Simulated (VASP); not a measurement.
# ScAl3N4 (P1) in VASP: single point with PBEsol

Aim: the single point of ScAl3N4 with PBEsol.

All numbers are computed with VASP 6.6.1; they aren't measurements. Logs are shortened: lines on timing, memory, paths and dates and some standing lists are left out, and cuts for length are marked.

## Step 1: The cell of the first run

The typed cell holds 16 atoms: a = 5.590 Å, b = 5.882 Å, c = 6.521 Å, α = 106.08°, β = 89.98°, γ = 118.24°.

## Step 2: Single point, PBEsol (atoms moved along the polar distortion)

File INCAR:

```
SYSTEM = ScAl3N4
PREC = Accurate ; ENCUT = 520
EDIFF = 1E-6 ; ISMEAR = 0
SIGMA = 0.01 ; LREAL = Auto
LASPH = .True. ; NELM = 100
ALGO = Normal ; ISIF = 2
LWAVE = .False. ; LCHARG = .False.
GGA = PS ; NBANDS = 54
```

File KPOINTS:

```
Automatic mesh
0
Gamma
  6 6 4
  0 0 0
```

File POSCAR:

```
ScAl3N4
1.0
    4.8412202811     -2.7938643274     -0.0067421579
   -3.2301209989     -0.0168054625     -4.9154959871
    3.2613108129      5.6463313758     -0.0013378318
Sc Al N
2 6 8
Direct
    0.3615253689      0.0567702256      0.0134361801
    0.9456961579      0.5557346400      0.1391669524
    0.8585538959      0.0520600702      0.2637679134
    0.3600648413      0.0532446622      0.5139994157
    0.8606006155      0.0535546297      0.7625281130
    0.4422621726      0.5521805576      0.3894293279
    0.9433217938      0.5530095674      0.6382323179
    0.4435728822      0.5546129550      0.8873472562
    0.6115078754      0.5621781038      0.1409145757
    0.1170194689      0.5648354196      0.3935019207
    0.6164627762      0.5645917954      0.6406979982
    0.1163668120      0.5649730821      0.8892423193
    0.7016461006      0.0634379231      0.0158545618
    0.1966136200      0.0624288212      0.2676448517
    0.6981825316      0.0641795994      0.5160012278
    0.1986030871      0.0662079479      0.7642350681
```

Potentials or basis: VASP PAW PBE potentials, release 64 (Sc_sv, Al, N).

Command:

```sh
$ cat potpaw_PBE.64/Sc_sv/POTCAR potpaw_PBE.64/Al/POTCAR potpaw_PBE.64/N/POTCAR > POTCAR
$ mpirun -np 1 vasp_std > vasp.out
```

OUTCAR:

```text
SYSTEM = ScAl3N4
   PREC = Accurate
   ENCUT = 520
   EDIFF = 1E-6
   ISMEAR = 0
   LREAL = Auto
   LASPH = .True.
   NELM = 100
   ISIF = 2
   GGA = PS

 ion  position               nearest neighbor table
   1  0.362  0.057  0.013-  13 1.88  16 1.89  14 1.90  12 2.42   9 2.49   6 3.08   8 3.09   8 3.09
                             2 3.09   2 3.10   7 3.11   5 3.23   3 3.24   5 3.24   3 3.24   4 3.25
   2  0.946  0.556  0.139-   9 1.89  12 1.89  10 1.89  13 2.42  14 2.49   3 3.07   4 3.09   1 3.09
                             1 3.10   5 3.10   3 3.11   6 3.23   8 3.23   6 3.25   8 3.25   7 3.26
   3  0.859  0.052  0.264-  14 1.86  13 1.87  15 1.87   9 2.41  10 2.52   2 3.07   6 3.09   7 3.09
                             8 3.09   6 3.10   2 3.11   4 3.23   1 3.24   4 3.24   1 3.24   5 3.25
   4  0.360  0.053  0.514-  15 1.86  16 1.86  14 1.87  10 2.40  11 2.52   6 3.08   6 3.09   2 3.09
                             7 3.09   8 3.09   7 3.09   5 3.23   3 3.23   5 3.23   3 3.24   1 3.25
   5  0.861  0.054  0.763-  16 1.86  13 1.88  15 1.88  11 2.41  12 2.52   7 3.08   7 3.09   8 3.09
                             8 3.09   6 3.10   2 3.10   4 3.23   4 3.23   1 3.23   1 3.24   3 3.25
   6  0.442  0.552  0.389-  10 1.85  11 1.87   9 1.88  14 2.41  15 2.52   1 3.08   4 3.08   4 3.09
                             3 3.09   5 3.10   3 3.10   7 3.23   2 3.23   7 3.23   8 3.24   2 3.25
   7  0.943  0.553  0.638-  11 1.86  10 1.87  12 1.87  15 2.40  16 2.52   5 3.08   5 3.09   4 3.09
                             3 3.09   4 3.09   1 3.11   6 3.23   8 3.23   8 3.23   6 3.23   2 3.26
   8  0.444  0.555  0.887-  12 1.86  11 1.88   9 1.88  16 2.40  13 2.50   1 3.09   1 3.09   5 3.09
                             5 3.09   4 3.09   3 3.09   7 3.23   2 3.23   7 3.23   6 3.24   2 3.25
   9  0.612  0.562  0.141-   6 1.88   8 1.88   2 1.89   3 2.41   1 2.49
  10  0.117  0.565  0.394-   6 1.85   7 1.87   2 1.89   4 2.40   3 2.52
  11  0.616  0.565  0.641-   7 1.86   6 1.87   8 1.88   5 2.41   4 2.52
  12  0.116  0.565  0.889-   8 1.86   7 1.87   2 1.89   1 2.42   5 2.52
  13  0.702  0.063  0.016-   3 1.87   5 1.88   1 1.88   2 2.42   8 2.50
  14  0.197  0.062  0.268-   3 1.86   4 1.87   1 1.90   6 2.41   2 2.49
  15  0.698  0.064  0.516-   4 1.86   3 1.87   5 1.88   7 2.40   6 2.52
  16  0.199  0.066  0.764-   5 1.86   4 1.86   1 1.89   8 2.40   7 2.52

  LATTYP: Found a triclinic cell.
 ALAT       =     5.8818419641
 B/A-ratio  =     0.9503070827
 C/A-ratio  =     1.1085850497
 COS(alpha) =     0.0003744979
 COS(beta)  =     0.2769752089
 COS(gamma) =     0.4732088768

  Lattice vectors:

 A1 = (   3.2301209989,   0.0168054625,   4.9154959871)
 A2 = (   4.8412202811,  -2.7938643274,  -0.0067421579)
 A3 = (   3.2613108129,   5.6463313758,  -0.0013378318)

Analysis of symmetry for initial positions (statically):
=====================================================================
 Subroutine PRICEL returns:
 Original cell was already a primitive cell.

 Routine SETGRP: Setting up the symmetry group for a
 triclinic supercell.

 Subroutine GETGRP returns: Found  1 space group operations
 (whereof  1 operations were pure point group operations)
 out of a pool of  2 trial point group operations.

The static configuration has the point symmetry C_1 .

Analysis of symmetry for dynamics (positions and initial velocities):
=====================================================================
 Subroutine PRICEL returns:
 Original cell was already a primitive cell.

 Routine SETGRP: Setting up the symmetry group for a
 triclinic supercell.

 Subroutine GETGRP returns: Found  1 space group operations
 (whereof  1 operations were pure point group operations)
 out of a pool of  2 trial point group operations.

The dynamic configuration has the point symmetry C_1 .

 Subroutine INISYM returns: Found  1 space group operations
 (whereof  1 operations are pure point group operations),
 and found     1 'primitive' translations

----------------------------------------------------------------------------------------

                                     Primitive cell

  volume of cell :     179.2888

  direct lattice vectors                    reciprocal lattice vectors
     4.841220281 -2.793864327 -0.006742158     0.154803503 -0.089438254 -0.101420283
    -3.230120999 -0.016805462 -4.915495987    -0.000233178  0.000086517 -0.203285338
     3.261310813  5.646331376 -0.001337832     0.076597712  0.132851414 -0.050788875

  length of vectors
     5.589556078  5.881841964  6.520522066     0.205546588  0.203285490  0.161543237

  position of ions in fractional coordinates (direct lattice)
     0.361525369  0.056770226  0.013436180
[... 46 lines left out ...]
     0.025800584 -0.014906376 -0.016903381     0.166666667  0.000000000  0.000000000
    -0.000038863  0.000014420 -0.033880890    -0.000000000  0.166666667  0.000000000
     0.019149428  0.033212853 -0.012697219    -0.000000000  0.000000000  0.250000000

  Length of vectors
     0.034257765  0.033880915  0.040385809

  Shift w.r.t. Gamma in fractional coordinates (k-lattice)
     0.000000000  0.000000000  0.000000000

 Subroutine IBZKPT returns following result:
 ===========================================

 Found     76 irreducible k-points:

 Following reciprocal coordinates:
            Coordinates               Weight
  0.000000  0.000000  0.000000      1.000000
  0.166667  0.000000  0.000000      2.000000
  0.333333  0.000000  0.000000      2.000000
  0.500000  0.000000  0.000000      1.000000
  0.000000  0.166667 -0.000000      2.000000
  0.166667  0.166667  0.000000      2.000000
[... 16 lines left out ...]
  0.333333  0.000000  0.250000      2.000000
  0.500000  0.000000  0.250000      2.000000
 [... further k-points ...]
   k-points           NKPTS =     76   k-points in BZ     NKDIM =     76   number of bands    NBANDS=     54
   number of dos      NEDOS =    301   number of ions     NIONS =     16
   total plane-waves  NPLWV =  96768
   dimension x,y,z NGX =    42 NGY =   48 NGZ =   48
   dimension x,y,z NGXF=    84 NGYF=   96 NGZF=   96
   ions per type =               2   6   8
   NGX,Y,Z   is equivalent  to a cutoff of  12.49, 13.57, 12.24 a.u.
   NGXF,Y,Z  is equivalent  to a cutoff of  24.98, 27.13, 24.48 a.u.
 SYSTEM =  ScAl3N4
   PREC   = accura    normal or accurate (medium, high low for compatibility)
   ISTART =      0    job   : 0-new  1-cont  2-samecut
   ICHARG =      2    charge: 1-file 2-atom 10-const
   ISPIN  =      1    spin polarized calculation?
   LNONCOLLINEAR =      F non collinear calculations
   LSORBIT =      F    spin-orbit coupling
   LASPH  =      T    aspherical Exc in radial PAW
   ENCUT  =  520.0 eV  38.22 Ry    6.18 a.u.  10.39 10.94 12.12*2*pi/ulx,y,z
   NELM   =    100;   NELMIN=  2; NELMDL= -5     # of ELM steps
   EDIFF  = 0.1E-05   stopping-criterion for ELM
   LREAL  =      T    real-space projection
   EDIFFG = 0.1E-04   stopping-criterion for IOM
   NSW    =      0    number of steps for IOM
   IBRION =     -1    ionic relax: 0-MD 1-quasi-New 2-CG
   NFREE  =      0    steps in history (QN), initial steepest desc. (CG)
   ISIF   =      2    stress and relaxation
   ISYM   =      2    0-nonsym 1-usesym 2-fastsym
   POTIM  = 0.5000    time-step for ionic-motion
   TEBEG  =    0.0;   TEEND  =   0.0 temperature during run
   PSTRESS=    0.0 pullay stress
   NELECT =      80.0000    total number of electrons
   NUPDOWN=      -1.0000    fix difference up-down
   EMIN   =  10.00;   EMAX   =-10.00  energy-range for DOS
   EFERMI =   0.00;   METHOD = LEGACY
   ISMEAR =     0;   SIGMA  =   0.01  broadening in eV -4-tet -1-fermi 0-gaus
   EFERMI_NEDOS =   21; number of points for ismear=-14 and -15
   IALGO  =     38    algorithm
   IMIX   =      4    mixing-type and parameters
     AMIX     =   0.40;   BMIX     =  1.00
     AMIX_MAG =   1.60;   BMIX_MAG =  1.00
  volume/ion in A,a.u.               =      11.21        75.62
  Fermi-wavevector in a.u.,A,eV,Ry     =   1.250990  2.364028 21.292781  1.564975
  Thomas-Fermi vector in A             =   2.384958
   LORBIT       =      0    0 simple, 1 ext, 2 COOP (PROOUT), +10 PAW based schemes
   GGA     = PS    functional components
   LHFCALC =     F    Hartree Fock is set to
   AEXX    =    0.0000 exact exchange contribution
   IVDW    =     0    specifies the selected vdW correction
   LEPSILON=     F    determine dielectric tensor
   LRPA    =     F    only Hartree local field effects (RPA)
 non-spin polarized calculation
 Gauss-broadening in eV      SIGMA  =   0.01
  energy-cutoff  :      520.00
  volume of cell :      179.29
 maximum number of plane-waves:      4853
 NGX is ok and might be reduce to    42
   NGX = 21   NGY = 21   NGZ = 25

 number of electron      80.0000001 magnetization

 Free energy of the ion-electron system (eV)
  ---------------------------------------------------
  ext. energy  EPLUGINS =         0.00000000
  ---------------------------------------------------
  free energy    TOTEN  =      -126.81139750 eV

  energy without entropy =     -126.81139750  energy(sigma->0) =     -126.81139750

 E-fermi :   6.5251     XC(G=0): -11.0864

 val. band max:        6.3531936592   @ k =   0.0000   0.0000   0.0000
 cond. band min:       8.6749707941   @ k =   0.0000   0.0000   0.0000
 fundamental gap:      2.3217771349
 Fermi energy:         6.5250934174

 k-point     1 :       0.0000    0.0000    0.0000
  band No.  band energies     occupation
      1     -40.6474      2.00000
      2     -40.5983      2.00000
      3     -19.8905      2.00000
      4     -19.7800      2.00000
      5     -19.7671      2.00000
      6     -19.7641      2.00000
[... 1309 lines left out ...]
     51      12.0663      0.00000
     52      12.5645      0.00000

 [... further k-points ...]

 [bands above 52 left out]

------------------------ aborting loop because EDIFF is reached ----------------------------------------

  FORCE on cell =-STRESS in cart. coord.  units (eV):
  Direction    XX          YY          ZZ          XY          YZ          ZX
  --------------------------------------------------------------------------------------
  -------------------------------------------------------------------------------------
  Total       18.5848067     16.9114875    -16.2661564     -1.6189416      0.5044378     -0.0132897
  in kB      166.0792425    151.1259751   -145.3591085    -14.4673335      4.5078029     -0.1187610
  external PRESSURE =      57.2820364 kB  Pullay stress =       0.0000000 kB

 VOLUME and BASIS-vectors are now :
 -----------------------------------------------------------------------------
  energy-cutoff  :      520.00
  volume of cell :      179.29
      direct lattice vectors                 reciprocal lattice vectors
     4.841220281 -2.793864327 -0.006742158     0.154803503 -0.089438254 -0.101420283
    -3.230120999 -0.016805462 -4.915495987    -0.000233178  0.000086517 -0.203285338
     3.261310813  5.646331376 -0.001337832     0.076597712  0.132851414 -0.050788875

 POSITION                                       TOTAL-FORCE (eV/Angst)
 -----------------------------------------------------------------------------------
      1.61067     -0.93514     -0.28151        -0.475008      0.119799      0.317284
      3.23710     -1.86570     -2.73827         0.438686      0.006063      0.189007
      4.84852     -0.91024     -0.26204         0.142555      0.152897      0.127796
      3.24748      1.89534     -0.26484        -0.312930      0.191102      0.169168
      6.48021      1.90019     -0.27007        -0.055378     -0.222905      0.342074
      1.62753      0.95395     -2.71774         0.031650      0.184981      0.099533
[... 8 lines left out ...]
      4.85559      0.96181     -0.32087        -0.023653      0.016008     -0.244206
      3.24003      3.75914     -0.32781        -2.858378     -1.873916     -0.337030
 -----------------------------------------------------------------------------------
    total drift:                               -0.001570     -0.006523      0.001264

  FREE ENERGIE OF THE ION-ELECTRON SYSTEM (eV)
  ---------------------------------------------------
  free  energy   TOTEN  =      -126.8113974955 eV

  energy  without entropy=     -126.8113974955  energy(sigma->0) =     -126.81139750
```

Wall time 19 min (1 thread of Intel Xeon 6975P-C (Granite Rapids), shared host); peak memory 0.58 GiB.

What came out:

| Property | Result |
| --- | --- |
| Free energy | -126.8114 eV |
| Pressure | 5.7 GPa |
| Largest force | 3.778 eV/Å |
| Band gap on the k mesh | 2.32 eV |

Forces in eV/Å, atoms in the order of the input:
```
Sc  -0.475  0.120  0.317
Sc   0.439  0.006  0.189
Al   0.143  0.153  0.128
Al  -0.313  0.191  0.169
Al  -0.055 -0.223  0.342
Al   0.032  0.185  0.100
Al   0.281 -0.245  0.354
Al  -0.072 -0.153  0.309
N   -3.286  1.854 -0.202
N    2.866  1.905 -0.275
N    0.049  0.032 -0.285
N   -0.176 -3.469 -0.214
N    3.267 -1.887 -0.165
N    0.184  3.388 -0.186
N   -0.024  0.016 -0.244
N   -2.858 -1.874 -0.337
```

Caveat: the cell differs from its parent crystal (atoms moved along the polar distortion); the stress differs along the axes, from -15 to 17 GPa; the PAW data sets were made with another functional, which shifts forces and pressure a little.
